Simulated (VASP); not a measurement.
# BN (P1) in VASP: single point with PBE

Aim: the single point of BN with PBE.

Everything below comes from runs of VASP 6.6.1. Logs are shortened: lines on timing, memory, paths and dates and some standing lists are left out, and cuts for length are marked.

## 1. The cell of the first run

The typed cell holds 4 atoms: a = 2.532 Å, b = 2.512 Å, c = 4.179 Å, α = 89.19°, β = 89.87°, γ = 120.12°.

## 2. Single point, PBE (atoms moved at random and the cell strained at random)

The input, INCAR:

```
SYSTEM = BN
PREC     = Accurate       ! precision mode
ENCUT    = 520            ! plane-wave cutoff, eV
EDIFF    = 1E-6           ! SCF threshold, eV
ISMEAR   = 0              ! smearing method
SIGMA    = 0.05           ! smearing width, eV
LREAL    = .False.        ! projectors in reciprocal space
LASPH    = .True.         ! aspherical terms in the spheres
NELM     = 60             ! most SCF steps
ALGO     = Normal         ! electronic algorithm
ISIF     = 2              ! what is computed and relaxed
LWAVE    = .False.        ! write WAVECAR
LCHARG   = .False.        ! write CHGCAR
GGA      = PE             ! functional
NBANDS   = 16             ! bands
```

The input, KPOINTS:

```
Automatic mesh
0
Gamma
  12 12 6
  0 0 0
```

The input, POSCAR:

```
BN
1.0
    2.5319613817      0.0031060129      0.0028697268
   -1.2632908048      2.1715043996      0.0178448903
    0.0047494933      0.0368449166      4.1790927919
B N
2 2
Direct
    0.6525671837      0.3266853411      0.9886193365
    0.3582032247      0.7098438444      0.4928869547
    0.6570578390      0.3282571088      0.6282223991
    0.3321717527      0.6352137057      0.1402713097
```

Potentials or basis: VASP PAW PBE potentials, release 64 (B, N).

Command:

```sh
$ cat potpaw_PBE.64/B/POTCAR potpaw_PBE.64/N/POTCAR > POTCAR
$ mpirun -np 1 vasp_std > vasp.out
```

OUTCAR:

```text
SYSTEM = BN
   PREC = Accurate
   ENCUT = 520
   EDIFF = 1E-6
   ISMEAR = 0
   LREAL = .False.
   LASPH = .True.
   NELM = 60
   ISIF = 2
   GGA = PE

 ion  position               nearest neighbor table
   1  0.653  0.327  0.989-   3 1.51   4 1.52   4 1.62   4 1.63
   2  0.358  0.710  0.493-   3 1.47   4 1.49   3 1.59   3 1.63
   3  0.657  0.328  0.628-   2 1.47   1 1.51   2 1.59   2 1.63
   4  0.332  0.635  0.140-   2 1.49   1 1.52   1 1.62   1 1.63

  LATTYP: Found a triclinic cell.
 ALAT       =     2.5177141566
 B/A-ratio  =     1.0056601964
 C/A-ratio  =     1.6599413790
 COS(alpha) =     0.0022806119
 COS(beta)  =     0.0164145872
 COS(gamma) =     0.5049659513

  Lattice vectors:

 A1 = (  -1.2686705769,  -2.1746104125,  -0.0207146171)
 A2 = (  -2.5319613817,  -0.0031060129,  -0.0028697268)
 A3 = (  -0.0047494933,  -0.0368449166,  -4.1790927919)

Analysis of symmetry for initial positions (statically):
=====================================================================
 Subroutine PRICEL returns:
 Original cell was already a primitive cell.

 Routine SETGRP: Setting up the symmetry group for a
 triclinic supercell.

 Subroutine GETGRP returns: Found  1 space group operations
 (whereof  1 operations were pure point group operations)
 out of a pool of  2 trial point group operations.

The static configuration has the point symmetry C_1 .

Analysis of symmetry for dynamics (positions and initial velocities):
=====================================================================
 Subroutine PRICEL returns:
 Original cell was already a primitive cell.

 Routine SETGRP: Setting up the symmetry group for a
 triclinic supercell.

 Subroutine GETGRP returns: Found  1 space group operations
 (whereof  1 operations were pure point group operations)
 out of a pool of  2 trial point group operations.

The dynamic configuration has the point symmetry C_1 .

 Subroutine INISYM returns: Found  1 space group operations
 (whereof  1 operations are pure point group operations),
 and found     1 'primitive' translations

----------------------------------------------------------------------------------------

                                     Primitive cell

  volume of cell :      22.9919

  direct lattice vectors                    reciprocal lattice vectors
     2.531961382  0.003106013  0.002869727     0.394671850  0.229623965 -0.002473017
    -1.263290805  2.171504400  0.017844890    -0.000559961  0.460217811 -0.004056868
     0.004749493  0.036844917  4.179092792    -0.000268625 -0.002122828  0.239305405

  length of vectors
     2.531964913  2.512300431  4.179257909     0.456617071  0.460236032  0.239314971

  position of ions in fractional coordinates (direct lattice)
     0.652567184  0.326685341  0.988619337
     0.358203225  0.709843844  0.492886955
     0.657057839  0.328257109  0.628222399
     0.332171753  0.635213706  0.140271310

  ion indices of the primitive-cell ions
   primitive index   ion index
                 1           1
                 2           2
                 3           3
                 4           4

----------------------------------------------------------------------------------------

 KPOINTS: Automatic mesh

Automatic generation of k-mesh.
 Grid dimensions read from file:
 generate k-points for:   12   12    6

 Generating k-lattice:

  Cartesian coordinates                     Fractional coordinates (reciprocal lattice)
     0.032889321  0.019135330 -0.000206085     0.083333333 -0.000000000  0.000000000
    -0.000046663  0.038351484 -0.000338072    -0.000000000  0.083333333 -0.000000000
    -0.000044771 -0.000353805  0.039884234     0.000000000 -0.000000000  0.166666667

  Length of vectors
     0.038051423  0.038353003  0.039885828

  Shift w.r.t. Gamma in fractional coordinates (k-lattice)
     0.000000000  0.000000000  0.000000000

 Subroutine IBZKPT returns following result:
 ===========================================

 Found    436 irreducible k-points:

 Following reciprocal coordinates:
            Coordinates               Weight
  0.000000  0.000000  0.000000      1.000000
  0.083333 -0.000000 -0.000000      2.000000
  0.166667 -0.000000 -0.000000      2.000000
  0.250000 -0.000000 -0.000000      2.000000
  0.333333 -0.000000  0.000000      2.000000
  0.416667 -0.000000 -0.000000      2.000000
[... 16 lines left out ...]
  0.250000  0.166667 -0.000000      2.000000
  0.333333  0.166667  0.000000      2.000000
 [... further k-points ...]
   k-points           NKPTS =    436   k-points in BZ     NKDIM =    436   number of bands    NBANDS=     16
   number of dos      NEDOS =    301   number of ions     NIONS =      4
   total plane-waves  NPLWV =  12800
   dimension x,y,z NGX =    20 NGY =   20 NGZ =   32
   dimension x,y,z NGXF=    40 NGYF=   40 NGZF=   64
   ions per type =               2   2
   NGX,Y,Z   is equivalent  to a cutoff of  13.13, 13.23, 12.73 a.u.
   NGXF,Y,Z  is equivalent  to a cutoff of  26.26, 26.47, 25.46 a.u.
 SYSTEM =  BN
   PREC   = accura    normal or accurate (medium, high low for compatibility)
   ISTART =      0    job   : 0-new  1-cont  2-samecut
   ICHARG =      2    charge: 1-file 2-atom 10-const
   ISPIN  =      1    spin polarized calculation?
   LNONCOLLINEAR =      F non collinear calculations
   LSORBIT =      F    spin-orbit coupling
   LASPH  =      T    aspherical Exc in radial PAW
   ENCUT  =  520.0 eV  38.22 Ry    6.18 a.u.   4.71  4.67  7.77*2*pi/ulx,y,z
   NELM   =     60;   NELMIN=  2; NELMDL= -5     # of ELM steps
   EDIFF  = 0.1E-05   stopping-criterion for ELM
   LREAL  =      F    real-space projection
   EDIFFG = 0.1E-04   stopping-criterion for IOM
   NSW    =      0    number of steps for IOM
   IBRION =     -1    ionic relax: 0-MD 1-quasi-New 2-CG
   NFREE  =      0    steps in history (QN), initial steepest desc. (CG)
   ISIF   =      2    stress and relaxation
   ISYM   =      2    0-nonsym 1-usesym 2-fastsym
   POTIM  = 0.5000    time-step for ionic-motion
   TEBEG  =    0.0;   TEEND  =   0.0 temperature during run
   PSTRESS=    0.0 pullay stress
   NELECT =      16.0000    total number of electrons
   NUPDOWN=      -1.0000    fix difference up-down
   EMIN   =  10.00;   EMAX   =-10.00  energy-range for DOS
   EFERMI =   0.00;   METHOD = LEGACY
   ISMEAR =     0;   SIGMA  =   0.05  broadening in eV -4-tet -1-fermi 0-gaus
   EFERMI_NEDOS =   21; number of points for ismear=-14 and -15
   IALGO  =     38    algorithm
   IMIX   =      4    mixing-type and parameters
     AMIX     =   0.40;   BMIX     =  1.00
     AMIX_MAG =   1.60;   BMIX_MAG =  1.00
  volume/ion in A,a.u.               =       5.75        38.79
  Fermi-wavevector in a.u.,A,eV,Ry     =   1.450741  2.741502 28.635481  2.104649
  Thomas-Fermi vector in A             =   2.568318
   LORBIT       =      0    0 simple, 1 ext, 2 COOP (PROOUT), +10 PAW based schemes
   GGA     = PE    functional components
   LHFCALC =     F    Hartree Fock is set to
   AEXX    =    0.0000 exact exchange contribution
   IVDW    =     0    specifies the selected vdW correction
   LEPSILON=     F    determine dielectric tensor
   LRPA    =     F    only Hartree local field effects (RPA)
 non-spin polarized calculation
 Gauss-broadening in eV      SIGMA  =   0.05
  energy-cutoff  :      520.00
  volume of cell :       22.99
 maximum number of plane-waves:       632
   NGX =  9   NGY =  9   NGZ = 15

 number of electron      15.9999999 magnetization

 Free energy of the ion-electron system (eV)
  ---------------------------------------------------
  ext. energy  EPLUGINS =         0.00000000
  ---------------------------------------------------
  free energy    TOTEN  =       -34.34657004 eV

  energy without entropy =      -34.34657004  energy(sigma->0) =      -34.34657004

 E-fermi :   8.8301     XC(G=0): -12.9567

 val. band max:        8.6041518787   @ k =   0.0000   0.0000   0.0000
 cond. band min:      12.1347358142   @ k =   0.3333   0.3333   0.0000
 fundamental gap:      3.5305839355
 Fermi energy:         8.8300701001

 k-point     1 :       0.0000    0.0000    0.0000
  band No.  band energies     occupation
      1     -12.8241      2.00000
      2      -8.5992      2.00000
      3      -3.4570      2.00000
      4       5.4470      2.00000
      5       6.0333      2.00000
      6       6.8099      2.00000
[... 8 lines left out ...]
     15      21.3355      0.00000
     16      24.5698      0.00000

 k-point     2 :       0.0833   -0.0000   -0.0000
  band No.  band energies     occupation
      1     -12.6696      2.00000
      2      -8.4785      2.00000
      3      -3.3096      2.00000
      4       5.1855      2.00000
      5       5.4198      2.00000
      6       6.4884      2.00000
[... 8 lines left out ...]
     15      21.7165      0.00000
     16      24.3171      0.00000

 k-point     3 :       0.1667   -0.0000   -0.0000
  band No.  band energies     occupation
      1     -12.2110      2.00000
      2      -8.1327      2.00000
      3      -2.8735      2.00000
      4       3.6370      2.00000
      5       4.5953      2.00000
      6       5.9153      2.00000
[... 8 lines left out ...]
     15      22.7053      0.00000
     16      23.6972      0.00000

 k-point     4 :       0.2500   -0.0000   -0.0000
  band No.  band energies     occupation
      1     -11.4666      2.00000
      2      -7.6245      2.00000
      3      -2.1714      2.00000
      4       1.5324      2.00000
      5       3.8129      2.00000
      6       4.6898      2.00000
[... 8 lines left out ...]
     15      23.8260      0.00000
     16      24.1649      0.00000
[... 324 lines left out ...]
 k-point    22 :       0.1667    0.1667   -0.0000
  band No.  band energies     occupation
      1     -11.0226      2.00000
      2      -7.3258      2.00000
      3      -1.7519      2.00000
      4       1.3284      2.00000
      5       2.1113      2.00000
      6       4.4667      2.00000
[... 8 lines left out ...]
     15      23.2641      0.00000
     16      24.5812      0.00000

 k-point    23 :       0.2500    0.1667   -0.0000
  band No.  band energies     occupation
      1     -10.0636      2.00000
      2      -6.8860      2.00000
      3      -0.8693      2.00000
      4      -0.0600      2.00000
      5       1.0917      2.00000
      6       3.3703      2.00000
[... 8 lines left out ...]
     15      23.7271      0.00000
     16      24.8303      0.00000

 k-point    24 :       0.3333    0.1667    0.0000
  band No.  band energies     occupation
      1      -9.0053      2.00000
      2      -6.7871      2.00000
      3      -1.2449      2.00000
      4       0.0956      2.00000
      5       0.7966      2.00000
      6       2.1400      2.00000
[... 8 lines left out ...]
     15      24.1681      0.00000
     16      25.1890      0.00000

 [... further k-points ...]

------------------------ aborting loop because EDIFF is reached ----------------------------------------

  FORCE on cell =-STRESS in cart. coord.  units (eV):
  Direction    XX          YY          ZZ          XY          YZ          ZX
  --------------------------------------------------------------------------------------
  -------------------------------------------------------------------------------------
  Total        1.9605858      3.2441160      2.9142427     -0.3256689     -0.0280271     -0.2574992
  in kB      136.6222171    226.0642277    203.0772106    -22.6940337     -1.9530531    -17.9436732
  external PRESSURE =     188.5878852 kB  Pullay stress =       0.0000000 kB

 VOLUME and BASIS-vectors are now :
 -----------------------------------------------------------------------------
  energy-cutoff  :      520.00
  volume of cell :       22.99
      direct lattice vectors                 reciprocal lattice vectors
     2.531961382  0.003106013  0.002869727     0.394671850  0.229623965 -0.002473017
    -1.263290805  2.171504400  0.017844890    -0.000559961  0.460217811 -0.004056868
     0.004749493  0.036844917  4.179092792    -0.000268625 -0.002122828  0.239305405

 POSITION                                       TOTAL-FORCE (eV/Angst)
 -----------------------------------------------------------------------------------
      1.24427      0.74785      4.13923         1.215213     -0.844272      2.444879
      0.01256      1.56070      2.07352        -0.159923     -3.092462      1.202855
      1.25194      0.73800      2.63314         0.281698      2.320698     -0.289940
      0.03925      1.38557      0.59850        -1.336988      1.616036     -3.357794
 -----------------------------------------------------------------------------------
    total drift:                                0.000068      0.000196      0.000227

  FREE ENERGIE OF THE ION-ELECTRON SYSTEM (eV)
  ---------------------------------------------------
  free  energy   TOTEN  =       -34.3465700415 eV

  energy  without entropy=      -34.3465700415  energy(sigma->0) =      -34.34657004
```

Run time: 2.8 min. Hardware: 1 thread of Intel Xeon 8259CL, shared host; peak memory 0.24 GiB.

What came out:

```
Free energy            : -34.3466 eV
Pressure               : 18.9 GPa
Largest force          : 3.959 eV/Å
Band gap on the k mesh : 3.53 eV (least direct gap 7.09 eV)
```

Forces on the atoms (eV/Å):
```
B    1.215 -0.844  2.445
B   -0.160 -3.092  1.203
N    0.282  2.321 -0.290
N   -1.337  1.616 -3.358
```

Stress tensor (GPa, compression positive):
```
13.66 -2.27 -1.79
-2.27 22.61 -0.20
-1.79 -0.20 20.31
```

Caveat: the cell differs from its parent crystal (atoms moved at random and the cell strained at random); the cell stands under pressure; forces of over 1 eV/Å act on the atoms, so gaps and moduli don't describe the material at rest. A k mesh can miss the band edges.
